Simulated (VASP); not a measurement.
# Ca2VO4 (I4/mmm) in VASP: single point with r2SCAN

Aim: the single point of Ca2VO4 with r2SCAN.

Program: VASP 6.6.1. These are calculated values, not measurements. Logs are shortened: lines on timing, memory, paths and dates and some standing lists are left out, and cuts for length are marked.

**1. The cell of the first run**

Symmetry: I4/mmm, No. 139, tetragonal system. Conventional cell: a = 3.653 Å, b = 3.653 Å, c = 11.802 Å, α = 90.00°, β = 90.00°, γ = 90.00°. Within 2.3 Å of V (site symmetry 4/mmm) lie 6 O at 1.72 to 1.83 Å. Within 2.4 Å of O (site symmetry mmm) lie 2 V at 1.83 Å. O (site symmetry 4mm) has 1 V at 1.72 Å within 2.3 Å. Ca (site symmetry 4mm) has 9 O at 2.45 to 2.58 Å and 4 V at 3.11 Å within 3.2 Å.

**2. Single point, r2SCAN**

File POSCAR:

```
Ca2VO4
1.0
    0.0000000000      3.6529596700      0.0000000000
    3.6529596700      0.0000000000      0.0000000000
    1.8264798300      1.8264798300     -5.9011163300
V O Ca
1 4 2
Direct
    0.0000000000      0.0000000000      0.0000000000
    0.5000000000      0.0000000000      0.0000000000
    0.0000000000      0.5000000000      0.0000000000
    0.1460000000      0.1460000000      0.7080000000
    0.8540000000      0.8540000000      0.2920000000
    0.3540000000      0.3540000000      0.2920000000
    0.6460000000      0.6460000000      0.7080000000
```

File INCAR.step1:

```
SYSTEM = Ca2VO4
ALGO     = Normal         ! electronic algorithm
EDIFF    = 1E-4           ! SCF threshold, eV
ENCUT    = 520            ! plane-wave cutoff, eV
GGA      = PE             ! functional
ISMEAR   = -1             ! smearing method
LASPH    = .True.         ! aspherical terms in the spheres
LCHARG   = .False.        ! write CHGCAR
LREAL    = .False.        ! projectors in reciprocal space
LWAVE    = .True.         ! write WAVECAR
NBANDS   = 38             ! bands
NELM     = 60             ! most SCF steps
PREC     = Accurate       ! precision mode
SIGMA    = 0.1            ! smearing width, eV
```

File INCAR.step2:

```
SYSTEM = Ca2VO4
ALGO     = Normal         ! electronic algorithm
EDIFF    = 1E-6           ! SCF threshold, eV
ENCUT    = 520            ! plane-wave cutoff, eV
ISIF     = 2              ! what is computed and relaxed
ISMEAR   = -1             ! smearing method
ISTART   = 1            
LASPH    = .True.         ! aspherical terms in the spheres
LCHARG   = .True.         ! write CHGCAR
LELF     = .True.         ! ELF
LMIXTAU  = .True.       
LREAL    = .False.        ! projectors in reciprocal space
LVHAR    = .True.       
LWAVE    = .False.        ! write WAVECAR
METAGGA  = R2SCAN         ! meta-GGA
NBANDS   = 38             ! bands
NELM     = 60             ! most SCF steps
PREC     = Accurate       ! precision mode
SIGMA    = 0.1            ! smearing width, eV
```

File KPOINTS:

```
k-points
0
Gamma
  5 5 5
  0 0 0
```

Potentials or basis: VASP PAW PBE potentials, release 64 (V_sv, O, Ca_sv).

Launch:

```bash
cat potpaw_PBE.64/V_sv/POTCAR potpaw_PBE.64/O/POTCAR potpaw_PBE.64/Ca_sv/POTCAR > POTCAR
cp INCAR.step1 INCAR
mpirun -np 1 vasp_std > vasp.out
cp INCAR.step2 INCAR
mpirun -np 1 vasp_std > vasp.out
```

OUTCAR:

```text
SYSTEM = Ca2VO4
   EDIFF = 1E-6
   ENCUT = 520
   ISIF = 2
   ISMEAR = -1
   ISTART = 1
   LASPH = .True.
   LREAL = .False.
   METAGGA = R2SCAN
   NELM = 60
   PREC = Accurate

 ion  position               nearest neighbor table
   1  0.000  0.000  0.000-   4 1.72   5 1.72   2 1.83   3 1.83   3 1.83   2 1.83
   2  0.500  0.000  0.000-   1 1.83   1 1.83   7 2.51   6 2.51   6 2.51   7 2.51
   3  0.000  0.500  0.000-   1 1.83   1 1.83   7 2.51   6 2.51   7 2.51   6 2.51
   4  0.146  0.146  0.708-   1 1.72   6 2.45
   5  0.854  0.854  0.292-   1 1.72   7 2.45
   6  0.354  0.354  0.292-   4 2.45   3 2.51   2 2.51   2 2.51   3 2.51
   7  0.646  0.646  0.708-   5 2.45   3 2.51   2 2.51   2 2.51   3 2.51

  LATTYP: Found a body centered tetragonal cell.
 ALAT       =     3.6529596700
 C/A-ratio  =     3.2308685905

  Lattice vectors:

 A1 = (  -1.8264798300,   1.8264798400,   5.9011163300)
 A2 = (   1.8264798400,  -1.8264798300,   5.9011163300)
 A3 = (   1.8264798300,   1.8264798300,  -5.9011163300)

Analysis of symmetry for initial positions (statically):
=====================================================================
 Subroutine PRICEL returns:
 Original cell was already a primitive cell.

 Routine SETGRP: Setting up the symmetry group for a
 body centered tetragonal supercell.

 Subroutine GETGRP returns: Found 16 space group operations
 (whereof 16 operations were pure point group operations)
 out of a pool of 16 trial point group operations.

The static configuration has the point symmetry D_4h.

Analysis of symmetry for dynamics (positions and initial velocities):
=====================================================================
 Subroutine PRICEL returns:
 Original cell was already a primitive cell.

 Routine SETGRP: Setting up the symmetry group for a
 body centered tetragonal supercell.

 Subroutine GETGRP returns: Found 16 space group operations
 (whereof 16 operations were pure point group operations)
 out of a pool of 16 trial point group operations.

The dynamic configuration has the point symmetry D_4h.

 Subroutine INISYM returns: Found 16 space group operations
 (whereof 16 operations are pure point group operations),
 and found     1 'primitive' translations

----------------------------------------------------------------------------------------

                                     Primitive cell

  volume of cell :      78.7452

  direct lattice vectors                    reciprocal lattice vectors
     0.000000000  3.652959670  0.000000000     0.000000000  0.273750627  0.084729731
     3.652959670  0.000000000  0.000000000     0.273750627  0.000000000  0.084729731
     1.826479830  1.826479830 -5.901116330     0.000000000  0.000000000 -0.169459462

  length of vectors
     3.652959670  3.652959670  6.441679213     0.286563314  0.286563314  0.169459462

  position of ions in fractional coordinates (direct lattice)
     0.000000000  0.000000000  0.000000000
     0.500000000  0.000000000  0.000000000
     0.000000000  0.500000000  0.000000000
     0.146000000  0.146000000  0.708000000
     0.854000000  0.854000000  0.292000000
     0.354000000  0.354000000  0.292000000
     0.646000000  0.646000000  0.708000000

  ion indices of the primitive-cell ions
   primitive index   ion index
                 1           1
                 2           2
                 3           3
                 4           4
                 5           5
                 6           6
                 7           7

----------------------------------------------------------------------------------------

 KPOINTS: k-points

Automatic generation of k-mesh.
 Grid dimensions read from file:
 generate k-points for:    5    5    5

 Generating k-lattice:

  Cartesian coordinates                     Fractional coordinates (reciprocal lattice)
     0.000000000  0.054750125  0.016945946     0.200000000  0.000000000  0.000000000
     0.054750125  0.000000000  0.016945946     0.000000000  0.200000000  0.000000000
     0.000000000  0.000000000 -0.033891892     0.000000000  0.000000000  0.200000000

  Length of vectors
     0.057312663  0.057312663  0.033891892

  Shift w.r.t. Gamma in fractional coordinates (k-lattice)
     0.000000000  0.000000000  0.000000000

 Subroutine IBZKPT returns following result:
 ===========================================

 Found     18 irreducible k-points:

 Following reciprocal coordinates:
            Coordinates               Weight
  0.000000  0.000000  0.000000      1.000000
  0.200000  0.000000  0.000000      8.000000
  0.400000  0.000000 -0.000000      8.000000
  0.200000  0.200000  0.000000      8.000000
  0.400000  0.200000  0.000000     16.000000
 -0.400000  0.200000  0.000000     16.000000
[... 10 lines left out ...]
  0.000000  0.000000  0.400000      2.000000
 -0.200000  0.000000  0.400000      4.000000
   k-points           NKPTS =     18   k-points in BZ     NKDIM =     18   number of bands    NBANDS=     38
   number of dos      NEDOS =    301   number of ions     NIONS =      7
   total plane-waves  NPLWV =  37632
   dimension x,y,z NGX =    28 NGY =   28 NGZ =   48
   dimension x,y,z NGXF=    56 NGYF=   56 NGZF=   96
   ions per type =               1   4   2
   NGX,Y,Z   is equivalent  to a cutoff of  12.74, 12.74, 12.39 a.u.
   NGXF,Y,Z  is equivalent  to a cutoff of  25.49, 25.49, 24.78 a.u.
 SYSTEM =  Ca2VO4
   PREC   = accura    normal or accurate (medium, high low for compatibility)
   ISTART =      1    job   : 0-new  1-cont  2-samecut
   ICHARG =      0    charge: 1-file 2-atom 10-const
   ISPIN  =      1    spin polarized calculation?
   LNONCOLLINEAR =      F non collinear calculations
   LSORBIT =      F    spin-orbit coupling
   LASPH  =      T    aspherical Exc in radial PAW
   ENCUT  =  520.0 eV  38.22 Ry    6.18 a.u.   6.79  6.79 11.98*2*pi/ulx,y,z
   NELM   =     60;   NELMIN=  2; NELMDL=  0     # of ELM steps
   EDIFF  = 0.1E-05   stopping-criterion for ELM
   LREAL  =      F    real-space projection
   EDIFFG = 0.1E-04   stopping-criterion for IOM
   NSW    =      0    number of steps for IOM
   IBRION =     -1    ionic relax: 0-MD 1-quasi-New 2-CG
   NFREE  =      0    steps in history (QN), initial steepest desc. (CG)
   ISIF   =      2    stress and relaxation
   ISYM   =      2    0-nonsym 1-usesym 2-fastsym
   POTIM  = 0.5000    time-step for ionic-motion
   TEBEG  =    0.0;   TEEND  =   0.0 temperature during run
   PSTRESS=    0.0 pullay stress
   NELECT =      57.0000    total number of electrons
   NUPDOWN=      -1.0000    fix difference up-down
   EMIN   =  10.00;   EMAX   =-10.00  energy-range for DOS
   EFERMI =   0.00;   METHOD = LEGACY
   ISMEAR =    -1;   SIGMA  =   0.10  broadening in eV -4-tet -1-fermi 0-gaus
   EFERMI_NEDOS =   21; number of points for ismear=-14 and -15
   IALGO  =     38    algorithm
   IMIX   =      4    mixing-type and parameters
     AMIX     =   0.40;   BMIX     =  1.00
     AMIX_MAG =   1.60;   BMIX_MAG =  1.00
  volume/ion in A,a.u.               =      11.25        75.91
  Fermi-wavevector in a.u.,A,eV,Ry     =   1.469914  2.777734 29.397373  2.160646
  Thomas-Fermi vector in A             =   2.585234
   LORBIT       =      0    0 simple, 1 ext, 2 COOP (PROOUT), +10 PAW based schemes
   METAGGA = R2SCAN    functional components
   LHFCALC =     F    Hartree Fock is set to
   AEXX    =    0.0000 exact exchange contribution
   IVDW    =     0    specifies the selected vdW correction
   LEPSILON=     F    determine dielectric tensor
   LRPA    =     F    only Hartree local field effects (RPA)
 non-spin polarized calculation
  energy-cutoff  :      520.00
  volume of cell :       78.75
 maximum number of plane-waves:      2137
   NGX = 13   NGY = 13   NGZ = 23

 number of electron      56.9999980 magnetization

 Free energy of the ion-electron system (eV)
  ---------------------------------------------------
  ext. energy  EPLUGINS =         0.00000000
  ---------------------------------------------------
  free energy    TOTEN  =       -71.86742945 eV

  energy without entropy =      -71.77418249  energy(sigma->0) =      -71.82080597

 E-fermi :   7.6378     XC(G=0): -11.9644

 val. band max:        7.5761634483   @ k =   0.2000   0.0000   0.0000
 cond. band min:       7.6813684912   @ k =   0.2000   0.0000   0.0000
 fundamental gap:      0.1052050429
 Fermi energy:         7.6377500691

 k-point     1 :       0.0000    0.0000    0.0000
  band No.  band energies     occupation
      1     -61.2458      2.00000
      2     -35.9670      2.00000
      3     -35.9215      2.00000
      4     -34.4720      2.00000
      5     -33.9505      2.00000
      6     -33.9505      2.00000
[... 30 lines left out ...]
     37      11.3913      0.00000
     38      11.3913      0.00000

 k-point     2 :       0.2000    0.0000    0.0000
  band No.  band energies     occupation
      1     -61.2451      2.00000
      2     -35.9590      2.00000
      3     -35.9193      2.00000
      4     -34.4728      2.00000
      5     -33.9770      2.00000
      6     -33.9492      2.00000
[... 30 lines left out ...]
     37      11.4356      0.00000
     38      11.6341      0.00000

 k-point     3 :       0.4000    0.0000   -0.0000
  band No.  band energies     occupation
      1     -61.2440      2.00000
      2     -35.9425      2.00000
      3     -35.9194      2.00000
      4     -34.4740      2.00000
      5     -34.0193      2.00000
      6     -33.9470      2.00000
[... 30 lines left out ...]
     37      12.0155      0.00000
[... 535 lines left out ...]
 k-point    17 :       0.0000    0.0000    0.4000
  band No.  band energies     occupation
      1     -61.2458      2.00000
      2     -35.9590      2.00000
      3     -35.9302      2.00000
      4     -34.4711      2.00000
      5     -33.9505      2.00000
      6     -33.9505      2.00000
[... 30 lines left out ...]
     37      11.3195      0.00000
     38      11.4145      0.00000

 k-point    18 :      -0.2000    0.0000    0.4000
  band No.  band energies     occupation
      1     -61.2451      2.00000
      2     -35.9479      2.00000
      3     -35.9311      2.00000
      4     -34.4720      2.00000
      5     -33.9770      2.00000
      6     -33.9492      2.00000
[... 30 lines left out ...]
     37      11.6577      0.00000
     38      11.7809      0.00000

------------------------ aborting loop because EDIFF is reached ----------------------------------------

  FORCE on cell =-STRESS in cart. coord.  units (eV):
  Direction    XX          YY          ZZ          XY          YZ          ZX
  --------------------------------------------------------------------------------------
  -------------------------------------------------------------------------------------
  Total        8.3703407      8.3703407     17.5496760      0.0000000      0.0000000      0.0000000
  in kB      170.3059370    170.3059370    357.0719647      0.0000000      0.0000003      0.0000003
  external PRESSURE =     232.5612795 kB  Pullay stress =       0.0000000 kB

 VOLUME and BASIS-vectors are now :
 -----------------------------------------------------------------------------
  energy-cutoff  :      520.00
  volume of cell :       78.75
      direct lattice vectors                 reciprocal lattice vectors
     0.000000000  3.652959670  0.000000000     0.000000000  0.273750627  0.084729731
     3.652959670  0.000000000  0.000000000     0.273750627  0.000000000  0.084729731
     1.826479830  1.826479830 -5.901116330     0.000000000  0.000000000 -0.169459462

 POSITION                                       TOTAL-FORCE (eV/Angst)
 -----------------------------------------------------------------------------------
      0.00000      0.00000      0.00000         0.000000      0.000000      0.000000
      0.00000      1.82648      0.00000        -0.000000     -0.000000      0.000000
      1.82648      0.00000      0.00000         0.000000      0.000000      0.000000
      1.82648      1.82648     -4.17799         0.000000      0.000000      7.129489
      3.65296      3.65296     -1.72313        -0.000000     -0.000000     -7.129489
      1.82648      1.82648     -1.72313         0.000000      0.000000      0.770367
      3.65296      3.65296     -4.17799        -0.000000     -0.000000     -0.770367
 -----------------------------------------------------------------------------------
    total drift:                                0.000000      0.000000     -0.000000

  FREE ENERGIE OF THE ION-ELECTRON SYSTEM (eV)
  ---------------------------------------------------
  free  energy   TOTEN  =       -71.8674294456 eV

  energy  without entropy=      -71.7741824871  energy(sigma->0) =      -71.82080597
```

Wall time 3.6 min (1 thread of Intel Xeon Platinum 8175M at 2.50GHz (Skylake/Cascade Lake), shared host); peak memory 0.22 GiB.

What came out:

- Free energy: -71.8674 eV
- Pressure: 23.3 GPa
- Largest force: 7.129 eV/Å

Forces on the atoms (eV/Å):
```
V    0.000  0.000  0.000
O    0.000  0.000  0.000
O    0.000  0.000  0.000
O    0.000  0.000  7.129
O    0.000  0.000 -7.129
Ca   0.000  0.000  0.770
Ca   0.000  0.000 -0.770
```

Caveat: the k points lie up to 0.36 Å⁻¹ apart; the PAW data sets were made with another functional, which shifts forces and pressure a little; an odd number of electrons without spin polarisation forces a metal; a magnetic or distorted state may lie lower; the run has no spin polarisation, though such a crystal can be magnetic; semilocal functionals often make such compounds metallic where correlation or magnetic order opens a gap, which also shifts bond lengths.
